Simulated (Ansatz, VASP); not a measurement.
One calculation of KI, two programs

```
K I
1.0
     4.21027    0.00000    0.00000
     0.00000    4.21027    0.00000
     0.00000    0.00000    4.21027
K I
1 1
Cartesian
  0.0000 0.0000 0.0000
  2.1051 2.1051 2.1051
```

Change from the starting cell: hydrostatic strain -1.9%.

Alike in both runs: task single point; functional PBE; k mesh 6 × 6 × 6; occupations fermi-dirac, width 0.02 eV; no spin polarisation.

|  | VASP | Ansatz |
| --- | --- | --- |
| version | VASP 6.6.1 | Ansatz 0.2.0 |
| potentials or method | VASP PAW PBE potentials, release 64 (K_sv, I) | plane waves, PAW |
| plane-wave cutoff (eV) | 520 | 420 |
| valence electrons in the cell | 16 | 26 |

Ansatz gave:

- gap on the k mesh at the Fermi level (eV): 3.49
- pressure (GPa): 1.4

**Question.** Which values does VASP return?

**Answer.** gap on the k mesh at the Fermi level (eV): 3.48; pressure (GPa): 1.5.

With one functional, cell and mesh, what is left measures potentials, basis and numerics. VASP's potentials hold 16 valence electrons a cell and Ansatz's 26, so a difference there can come from the potentials and not from the codes.

Neither program's run includes spin-orbit coupling.
